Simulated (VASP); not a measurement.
# WF3 (P4mm) in VASP: notebook

WF3 is run at these levels: PBE; tasks: single point, relaxation of cell and atoms.

Program: VASP 6.6.1. These are calculated values, not measurements. Logs are shortened: lines on timing, memory, paths and dates and some standing lists are left out, and cuts for length are marked.

## Step 1: The cell of the first run

The structure is tetragonal, space group P4mm (No. 99). The conventional cell has a = 3.792 Å, b = 3.792 Å, c = 4.265 Å, α = 90.00°, β = 90.00°, γ = 90.00°. W (site symmetry 4mm) has 5 F at 1.75 to 1.91 Å within 2.3 Å. Within 2.3 Å of F (site symmetry 4mm) lie 1 W at 1.75 Å. Within 2.5 Å of F (site symmetry 2mm) lie 2 W at 1.91 Å.

The cell was built from a structure type or drawn by symmetry, and may not be a known phase.

## Step 2: Single point, PBE, collinear spin

Contents of INCAR:

```
PREC     = Accurate       # precision mode
ENCUT    = 520            # plane-wave cutoff, eV
EDIFF    = 1E-6           # SCF threshold, eV
ISMEAR   = 0              # smearing method
SIGMA    = 0.1            # smearing width, eV
LREAL    = False          # projectors in reciprocal space
LASPH    = True           # aspherical terms in the spheres
NELM     = 150            # most SCF steps
ALGO     = Normal         # electronic algorithm
ISIF     = 2              # what is computed and relaxed
LWAVE    = False          # write WAVECAR
LCHARG   = True           # write CHGCAR
ISPIN    = 2              # spin polarisation
MAGMOM   = 1 0.14 0.11 0.11 # initial moments
LORBIT   = 11             # projections on sites
LMAXMIX  = 4              # l up to which the mixer works
GGA      = PE             # functional
LELF     = True           # ELF
LVHAR    = True         
NBANDS   = 30             # bands
```

Contents of KPOINTS:

```
regular mesh
0
Gamma
  4 4 4
```

Contents of POSCAR:

```
WF3
1.0
    3.7922857600      0.0000000000      0.0000000000
    0.0000000000      3.7922857600      0.0000000000
    0.0000000000      0.0000000000      4.2650082500
W F
1 3
Direct
    0.5000000000      0.5000000000      0.9482579100
    0.5000000000      0.5000000000      0.5385002300
    0.5000000000      0.0000000000      0.0070267400
    0.0000000000      0.5000000000      0.0070267400
```

Potentials or basis: VASP PAW PBE potentials, release 64 (W_sv, F).

Launch:

```bash
> cat potpaw_PBE.64/W_sv/POTCAR potpaw_PBE.64/F/POTCAR > POTCAR
> mpirun -np 1 vasp_std > vasp.out
```

OUTCAR:

```text
PREC = Accurate
   ENCUT = 520
   EDIFF = 1E-6
   ISMEAR = 0
   LREAL = False
   LASPH = True
   NELM = 150
   ISIF = 2
   ISPIN = 2
   LORBIT = 11
   GGA = PE

 ion  position               nearest neighbor table
   1  0.500  0.500  0.948-   2 1.75   3 1.91   4 1.91   3 1.91   4 1.91   2 2.52
   2  0.500  0.500  0.539-   1 1.75   1 2.52
   3  0.500  0.000  0.007-   1 1.91   1 1.91
   4  0.000  0.500  0.007-   1 1.91   1 1.91

  LATTYP: Found a simple tetragonal cell.
 ALAT       =     3.7922857600
 C/A-ratio  =     1.1246537102

  Lattice vectors:

 A1 = (   3.7922857600,   0.0000000000,   0.0000000000)
 A2 = (   0.0000000000,   3.7922857600,   0.0000000000)
 A3 = (   0.0000000000,   0.0000000000,   4.2650082500)

Analysis of symmetry for initial positions (statically):
=====================================================================
 Subroutine PRICEL returns:
 Original cell was already a primitive cell.

 Routine SETGRP: Setting up the symmetry group for a
 simple tetragonal supercell.

 Subroutine GETGRP returns: Found  8 space group operations
 (whereof  8 operations were pure point group operations)
 out of a pool of 16 trial point group operations.

The static configuration has the point symmetry C_4v.

Analysis of symmetry for dynamics (positions and initial velocities):
=====================================================================
 Subroutine PRICEL returns:
 Original cell was already a primitive cell.

 Routine SETGRP: Setting up the symmetry group for a
 simple tetragonal supercell.

 Subroutine GETGRP returns: Found  8 space group operations
 (whereof  8 operations were pure point group operations)
 out of a pool of 16 trial point group operations.

The dynamic configuration has the point symmetry C_4v.

Analysis of structural, dynamic, and magnetic symmetry:
=====================================================================
 Subroutine PRICEL returns:
 Original cell was already a primitive cell.

 Routine SETGRP: Setting up the symmetry group for a
 simple tetragonal supercell.

 Subroutine GETGRP returns: Found  8 space group operations
 (whereof  8 operations were pure point group operations)
 out of a pool of 16 trial point group operations.

The overall configuration has the point symmetry C_4v.

[... 117 lines left out ...]
  Fermi-wavevector in a.u.,A,eV,Ry     =   1.357866  2.565994 25.086416  1.843800
  Thomas-Fermi vector in A             =   2.484748
   LORBIT       =     11    0 simple, 1 ext, 2 COOP (PROOUT), +10 PAW based schemes
   GGA     = PE    functional components
   LHFCALC =     F    Hartree Fock is set to
   AEXX    =    0.0000 exact exchange contribution
   IVDW    =     0    specifies the selected vdW correction
   LEPSILON=     F    determine dielectric tensor
   LRPA    =     F    only Hartree local field effects (RPA)
 spin polarized calculation
 Gauss-broadening in eV      SIGMA  =   0.10
  energy-cutoff  :      520.00
  volume of cell :       61.34
 maximum number of plane-waves:      1664
   NGX = 15   NGY = 15   NGZ = 15

 number of electron      34.9999988 magnetization       2.8112896

 Free energy of the ion-electron system (eV)
  ---------------------------------------------------
  ext. energy  EPLUGINS =         0.00000000
  ---------------------------------------------------
  free energy    TOTEN  =       -23.07996121 eV

  energy without entropy =      -23.07327641  energy(sigma->0) =      -23.07661881

 E-fermi :   5.4044     XC(G=0):  -8.8747

 val. band max:        5.3353671547   @ k =   0.5000   0.0000   0.5000
 cond. band min:       5.4068926587   @ k =   0.5000   0.5000   0.5000
 fundamental gap:      0.0715255040
 Fermi energy:         5.4044173373

 spin component 1

 k-point     1 :       0.0000    0.0000    0.0000
  band No.  band energies     occupation
      1     -70.9544      1.00000
      2     -35.9790      1.00000
      3     -35.6424      1.00000
      4     -35.6423      1.00000
      5     -23.5168      1.00000
      6     -23.2252      1.00000
[... 565 lines left out ...]
     28      13.7343      0.00000
     29      14.8601      0.00000
 Fermi energy:         5.4044173373

 spin component 2

 k-point     1 :       0.0000    0.0000    0.0000
  band No.  band energies     occupation
      1     -69.8816      1.00000
      2     -34.5654      1.00000
      3     -34.2367      1.00000
      4     -34.2367      1.00000
      5     -23.3124      1.00000
      6     -23.0324      1.00000
[... 565 lines left out ...]
     28      14.7132      0.00000
     29      15.6023      0.00000
 [bands above 29 left out]

------------------------ aborting loop because EDIFF is reached ----------------------------------------

  FORCE on cell =-STRESS in cart. coord.  units (eV):
  Direction    XX          YY          ZZ          XY          YZ          ZX
  --------------------------------------------------------------------------------------
  -------------------------------------------------------------------------------------
  Total       15.3158753     15.3158753     15.4238643      0.0000000      0.0000000      0.0000000
  in kB      400.0648716    400.0648716    402.8856437      0.0000000      0.0000000      0.0000000
  external PRESSURE =     401.0051290 kB  Pullay stress =       0.0000000 kB

 VOLUME and BASIS-vectors are now :
 -----------------------------------------------------------------------------
  energy-cutoff  :      520.00
  volume of cell :       61.34
      direct lattice vectors                 reciprocal lattice vectors
     3.792285760  0.000000000  0.000000000     0.263693209  0.000000000  0.000000000
     0.000000000  3.792285760  0.000000000     0.000000000  0.263693209  0.000000000
     0.000000000  0.000000000  4.265008250     0.000000000  0.000000000  0.234466135

 POSITION                                       TOTAL-FORCE (eV/Angst)
 -----------------------------------------------------------------------------------
      1.89614      1.89614      4.04433         0.000000     -0.000000      8.517203
      1.89614      1.89614      2.29671         0.000000      0.000000     -9.573396
      1.89614      0.00000      0.02997         0.000000      0.000000      0.528096
      0.00000      1.89614      0.02997         0.000000      0.000000      0.528096
 -----------------------------------------------------------------------------------
    total drift:                                0.000000      0.000000      0.000551

  FREE ENERGIE OF THE ION-ELECTRON SYSTEM (eV)
  ---------------------------------------------------
  free  energy   TOTEN  =       -23.0799612104 eV

  energy  without entropy=      -23.0732764112  energy(sigma->0) =      -23.07661881

 total charge

# of ion       s       p       d       tot
------------------------------------------
    1        2.265   6.340   3.691  12.297
    2        1.742   4.421   0.000   6.164
    3        1.739   4.444   0.000   6.183
    4        1.739   4.444   0.000   6.183
--------------------------------------------------
tot          7.485  19.650   3.691  30.826

 magnetization (x)

# of ion       s       p       d       tot
------------------------------------------
    1        0.020   0.018   2.135   2.172
    2        0.001   0.110   0.000   0.111
    3        0.002   0.077   0.000   0.078
    4        0.002   0.077   0.000   0.078
--------------------------------------------------
tot          0.024   0.281   2.135   2.440
```

OSZICAR:

```text
N       E                     dE             d eps       ncg     rms          rms(c)
DAV:   1     0.341536160470E+03    0.34154E+03   -0.20112E+04  2240   0.118E+03
DAV:   2    -0.552945303357E+01   -0.34707E+03   -0.33448E+03  2418   0.373E+02
DAV:   3    -0.246002392628E+02   -0.19071E+02   -0.18883E+02  2518   0.875E+01
DAV:   4    -0.247935751808E+02   -0.19334E+00   -0.19327E+00  2268   0.953E+00
DAV:   5    -0.247959250404E+02   -0.23499E-02   -0.23498E-02  2528   0.967E-01    0.411E+01
DAV:   6    -0.229760619926E+02    0.18199E+01   -0.57103E+00  2426   0.211E+01    0.214E+01
DAV:   7    -0.230376690440E+02   -0.61607E-01   -0.32987E-01  2190   0.455E+00    0.109E+01
DAV:   8    -0.230623185136E+02   -0.24649E-01   -0.96569E-02  2286   0.228E+00    0.349E+00
DAV:   9    -0.230727470796E+02   -0.10429E-01   -0.38320E-02  2226   0.110E+00    0.589E-01
DAV:  10    -0.230786749692E+02   -0.59279E-02   -0.74218E-03  2322   0.478E-01    0.295E-01
DAV:  11    -0.230798300633E+02   -0.11551E-02   -0.10960E-03  2274   0.224E-01    0.189E-01
DAV:  12    -0.230797430145E+02    0.87049E-04   -0.14312E-03  2232   0.289E-01    0.115E-01
DAV:  13    -0.230799475160E+02   -0.20450E-03   -0.18383E-04  2262   0.101E-01    0.386E-02
DAV:  14    -0.230799545013E+02   -0.69853E-05   -0.34332E-05  2314   0.471E-02    0.132E-02
DAV:  15    -0.230799581437E+02   -0.36424E-05   -0.42639E-06  2078   0.133E-02    0.682E-03
DAV:  16    -0.230799611163E+02   -0.29726E-05   -0.38270E-06  2028   0.120E-02    0.375E-03
DAV:  17    -0.230799612104E+02   -0.94056E-07   -0.48704E-07  1684   0.498E-03
   1 F= -.23079961E+02 E0= -.23076619E+02  d E =-.668480E-02  mag=     2.8112
```

stdout:

```text
POSCAR found type information on POSCAR W F
 POSCAR found :  2 types and       4 ions
 scaLAPACK will be used
 LDA part: xc-table for (Slater+PW92), standard interpolation
 POSCAR, INCAR and KPOINTS ok, starting setup
 FFT: planning ... GRIDC
 FFT: planning ... GRID_SOFT
 FFT: planning ... GRID
 WAVECAR not read
 entering main loop
```

Run time: 36 s. Hardware: 1 thread of AMD EPYC 9R45 (Zen 5), shared host; peak memory 0.18 GiB.

What came out:

```yaml
Free_energy: -23.0800 eV
Pressure: 40.1 GPa
Largest_force: 9.573 eV/Å
Net_moment: 2.81 μB per cell
Site_moments: W +2.17; F +0.11, +0.08 (each value once) μB
Valence_electrons_inside_the_program's_atomic_spheres: W 12.30; F 6.16, 6.18 (each value once)
```

Forces on the atoms (eV/Å):
```
W    0.000  0.000  8.517
F    0.000  0.000 -9.573
F    0.000  0.000  0.528
F    0.000  0.000  0.528
```

Stress tensor (GPa, compression positive):
```
40.01  0.00  0.00
 0.00 40.01  0.00
 0.00  0.00 40.29
```

Caveat: the k points lie up to 0.41 Å⁻¹ apart; spin-orbit coupling is left out, which moves the levels of the heavy elements; forces of over 1 eV/Å act on the atoms, so gaps and moduli don't describe the material at rest.

## Step 3: Relaxation of cell and atoms, PBE, collinear spin

Contents of INCAR:

```
SYSTEM = WF3
PREC = Accurate
ENCUT = 600
EDIFF = 1E-6
ISMEAR = 0
SIGMA = 0.1
LREAL = .FALSE.
LASPH = .TRUE.
NELM = 150
ALGO = Normal
ISIF = 3
LWAVE = .FALSE.
LCHARG = .FALSE.
ISPIN = 2
MAGMOM = 1.62 0.1 0.1 0.1
LORBIT = 11
LMAXMIX = 4
GGA = PE
IBRION = 2
NSW = 90
EDIFFG = -0.04
```

Contents of KPOINTS:

```
regular mesh
0
G
  4 4 4
  0 0 0
```

POSCAR is that of step 2.

Potentials or basis: VASP PAW PBE potentials, release 64 (W_sv, F).

Launch:

```bash
> cat potpaw_PBE.64/W_sv/POTCAR potpaw_PBE.64/F/POTCAR > POTCAR
> mpirun -np 1 vasp_std > vasp.out
```

Wall time 6.4 min (1 thread of AMD EPYC 9R45 (Zen 5), shared host); peak memory 0.2 GiB.

Results (log left out):

* Free energy: -25.5367 eV
* Relaxed volume: 17.96 Å³/atom
* Relaxed cell: a = 4.157 Å, b = 4.157 Å, c = 4.157 Å, α = 90.00°, β = 90.00°, γ = 90.00°
* Space group after relaxing (to 0.1 Å): Pm-3m (No. 221)
* Energy gained by relaxing: 611.9 meV/atom
* Ionic steps: 19
* Pressure after relaxing: 0.2 GPa
* Largest force after relaxing: 0.033 eV/Å
* Band gap on the k mesh: 0.23 eV (least direct gap 1.09 eV)
* Net moment: 2.99 μB per cell
* Site moments: W +2.39; F +0.07 μB
* Valence electrons inside the program's atomic spheres: W 11.64; F 6.11

Forces in eV/Å, atoms in the order of the input:
```
W    0.000  0.000 -0.033
F    0.000  0.000  0.016
F    0.000  0.000  0.009
F    0.000  0.000  0.009
```

Stress tensor (GPa, compression positive):
```
0.20 0.00 0.00
0.00 0.20 0.00
0.00 0.00 0.29
```

Step by step:
```
step  energy change (eV)  largest force (eV/Å)  pressure (GPa)  volume (Å³)
   1              0.0000                9.5694           39.98        61.34
   2             -0.8029                0.1680          -11.87       101.96
   3             -2.0046                0.1259           -2.96        76.76
   4             -2.0161                0.0880           -2.23        76.03
   5             -2.0307                0.0686            0.52        73.71
   6             -2.3816                0.2158           -4.09        75.30
   7             -2.3880                0.2651           -4.35        75.47
   8             -2.4245                0.2507            1.51        70.91
   9             -2.4378                0.2737           -0.59        72.39
  10             -2.4440                0.0746            0.20        71.79
  11             -2.4442                0.0587            0.08        71.88
  12             -2.4446                0.0574            0.03        71.93
  13             -2.4456                0.0937           -0.21        72.10
  14             -2.4456                0.1635           -0.64        72.45
  15             -2.4459                0.1288           -0.40        72.27
  16             -2.4462                0.1214           -0.38        72.25
  17             -2.4467                0.0988           -0.27        72.19
  18             -2.4475                0.0549           -0.10        72.07
  19             -2.4476                0.0334            0.23        71.83
```

Final structure:
```
W F
1.0
     4.15686    0.00000    0.00000
     0.00000    4.15686    0.00000
     0.00000    0.00000    4.15675
W F
1 3
Direct
  0.50000 0.50000 0.00173
  0.50000 0.50000 0.50131
  0.50000 0.00000 0.99889
  0.00000 0.50000 0.99889
```

Levels at points of the mesh, in eV from the valence-band top:
Spin up:
```csv
k point,band 16,band 17,band 18,band 19,band 20,band 21,band 22
"(0.00, 0.00, 0.00)",-6.77,-2.16,-2.16,-2.16,0.46,0.55,0.55
"(0.50, 0.00, 0.00)",-6.81,-2.13,-0.92,-0.92,0.59,1.27,3.93
"(0.50, 0.50, 0.00)",-6.27,-0.89,-0.89,-0.03,1.06,4.52,5.95
"(0.00, 0.00, 0.50)",-6.81,-2.13,-0.92,-0.92,0.59,1.27,3.93
"(0.50, 0.00, 0.50)",-6.27,-0.89,-0.89,-0.03,1.06,4.52,5.95
"(0.50, 0.50, 0.50)",-6.27,0.00,0.00,0.00,4.53,4.53,5.67
```
Spin down:
```
           k point  band 14  band 15  band 16  band 17  band 18  band 19
(0.00, 0.00, 0.00)    -6.56    -6.56    -6.56     0.23     0.23     0.23
(0.50, 0.00, 0.00)    -6.65    -6.62    -6.62     0.28     1.29     1.29
(0.50, 0.50, 0.00)    -6.86    -6.86    -6.06     1.34     1.34     2.11
(0.00, 0.00, 0.50)    -6.65    -6.62    -6.62     0.28     1.29     1.29
(0.50, 0.00, 0.50)    -6.86    -6.86    -6.06     1.34     1.34     2.11
(0.50, 0.50, 0.50)    -6.06    -6.06    -6.06     2.20     2.20     2.20
```

Caveat: the volume moved by over 15 % at a fixed basis, so the end points are rough; spin-orbit coupling is left out, which moves the levels of the heavy elements.
